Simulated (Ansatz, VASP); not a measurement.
SnTe in VASP and in Ansatz

File INCAR:

```
SYSTEM = SnTe
ALGO     = Normal         ! electronic algorithm
EDIFF    = 1E-6           ! SCF threshold, eV
ENCUT    = 520            ! plane-wave cutoff, eV
GGA      = RP             ! functional
ISIF     = 2              ! what is computed and relaxed
ISMEAR   = -1             ! smearing method
LASPH    = .TRUE.         ! aspherical terms in the spheres
LCHARG   = .FALSE.        ! write CHGCAR
LREAL    = .FALSE.        ! projectors in reciprocal space
LWAVE    = .FALSE.        ! write WAVECAR
NBANDS   = 17             ! bands
NELM     = 60             ! most SCF steps
PREC     = Accurate       ! precision mode
SIGMA    = 0.05           ! smearing width, eV
```

KPOINTS

```
k-points
0
G
  7 7 7
  0 0 0
```

POSCAR

```
SnTe
1.0
    0.0000000000      3.1082657258      3.1082657258
    3.1082657258      0.0000000000      3.1082657258
    3.1082657258      3.1082657258      0.0000000000
Te Sn
1 1
Direct
    0.5000000000      0.5000000000      0.5000000000
    0.0000000000      0.0000000000      0.0000000000
```

File input.yaml:

```yaml
crystal:
  lattice:
    - [0.0, 3.1082657258, 3.1082657258]
    - [3.1082657258, 0.0, 3.1082657258]
    - [3.1082657258, 3.1082657258, 0.0]
  atoms:
    - { symbol: Te, position: [0.5, 0.5, 0.5] }
    - { symbol: Sn, position: [0.0, 0.0, 0.0] }
hamiltonian:
  xc: rpbe
  pseudopotentials: { kind: paw }
kpoints:
  mp_grid: { grid: [7, 7, 7] }
scf:
  occupations: { method: fermi_dirac, width: 0.05 }
output:
  forces: true
  stress: true
  eigenvalues: true
```

Alike in both runs: task single point; functional RPBE; k mesh 7 × 7 × 7; occupations fermi-dirac, width 0.05 eV; no spin polarisation.

```csv
,VASP,Ansatz
version,VASP 6.6.1,Ansatz 0.2.0
potentials or method,"VASP PAW PBE potentials, release 64 (Te, Sn_d)",Ansatz PAW
plane-wave cutoff (eV),520,420
valence electrons in the cell,20,30
```

```csv
,VASP,Ansatz,Ansatz less VASP
pressure (GPa),5.9,5.9,+0.03
```

VASP's potentials were made for PBE, not for RPBE. With one functional, cell and mesh, what is left measures potentials, basis and numerics. VASP's potentials hold 20 valence electrons a cell and Ansatz's 30, so a difference there can come from the potentials and not from the codes.

Neither program's run includes spin-orbit coupling.
